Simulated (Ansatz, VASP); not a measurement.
# One calculation of AlPtC4N4, two programs

Contents of INCAR:

```
PREC = Accurate
ENCUT = 600
EDIFF = 1E-6
ISMEAR = 0
SIGMA = 0.1
LREAL = False
LASPH = True
NELM = 100
ALGO = Normal
ISIF = 3
LWAVE = False
LCHARG = False
GGA = PE
IBRION = 2
NSW = 90
EDIFFG = -0.04
```

The input KPOINTS:

```
regular mesh
0
Gamma
  4 4 4
```

Contents of POSCAR:

```
AlPtC4N4
1.0
    5.8306603700      0.0000000000      0.0000000000
    0.0000000000      5.8306603700      0.0000000000
    0.0000000000      0.0000000000      5.8306603700
Al Pt C N
1 1 4 4
Direct
    0.5000000000      0.5000000000      0.5000000000
    0.0000000000      0.0000000000      0.0000000000
    0.1898207700      0.1898207700      0.1898207700
    0.1898207700      0.8101792300      0.8101792300
    0.8101792300      0.1898207700      0.8101792300
    0.8101792300      0.8101792300      0.1898207700
    0.3056738300      0.3056738300      0.3056738300
    0.3056738300      0.6943261700      0.6943261700
    0.6943261700      0.3056738300      0.6943261700
    0.6943261700      0.6943261700      0.3056738300
```

Input for Ansatz:

```yaml
crystal:
  lattice:
    - [5.83066037, 0.0, 0.0]
    - [0.0, 5.83066037, 0.0]
    - [0.0, 0.0, 5.83066037]
  atoms:
    - { symbol: Al, position: [0.5, 0.5, 0.5] }
    - { symbol: Pt, position: [0.0, 0.0, 0.0] }
    - { symbol: C, position: [0.18982077, 0.18982077, 0.18982077] }
    - { symbol: C, position: [0.18982077, 0.81017923, 0.81017923] }
    - { symbol: C, position: [0.81017923, 0.18982077, 0.81017923] }
    - { symbol: C, position: [0.81017923, 0.81017923, 0.18982077] }
    - { symbol: "N", position: [0.30567383, 0.30567383, 0.30567383] }
    - { symbol: "N", position: [0.30567383, 0.69432617, 0.69432617] }
    - { symbol: "N", position: [0.69432617, 0.30567383, 0.69432617] }
    - { symbol: "N", position: [0.69432617, 0.69432617, 0.30567383] }
basis:
  ecutwfc: 420
kpoints:
  mp_grid: { grid: [4, 4, 4] }
hamiltonian:
  xc: pbe
scf:
  occupations: { method: gaussian, width: 0.1 }
  lower_state_search: "off"
output:
  forces: true
  stress: true
  eigenvalues: true
relax:
  adjacent_minimum: "off"
  f_tol: 0.04
  max_steps: 70
  cell: { stress_tol: 0.4 }
```

Alike in both runs: task relaxation of cell and atoms; functional PBE; k mesh 4 × 4 × 4; occupations gaussian, width 0.1 eV; no spin polarisation.

|  | VASP | Ansatz |
| --- | --- | --- |
| version | VASP 6.6.1 | Ansatz 0.2.0 |
| potentials or method | VASP PAW PBE potentials, release 64 (Al, Pt, C, N), cutoff 600 eV | scalar-relativistic, plane waves, PAW |
| valence electrons in the cell | 49 | 57 |

Ansatz gave:

| Item | Value |
| --- | --- |
| gap on the k mesh at the Fermi level, each at its own relaxed structure (eV) | none |
| relaxed volume (Å³/atom) | 19.32 |
| relaxed cell length with the largest relative difference (Å) | 5.781 |

**Question.** What did VASP give for the same quantities?

**Answer.** gap on the k mesh at the Fermi level, each at its own relaxed structure (eV): none; relaxed volume (Å³/atom): 19.33; relaxed cell length with the largest relative difference (Å): 5.782.

A gap of «none» marks a metal or a gap that the smearing closes. VASP's potentials hold 49 valence electrons a cell and Ansatz's 57, so a difference there can come from the potentials and not from the codes.

Spin-orbit coupling is off throughout. Noted on VASP's run: the standard files for N, O and F lose accuracy on very short bonds.
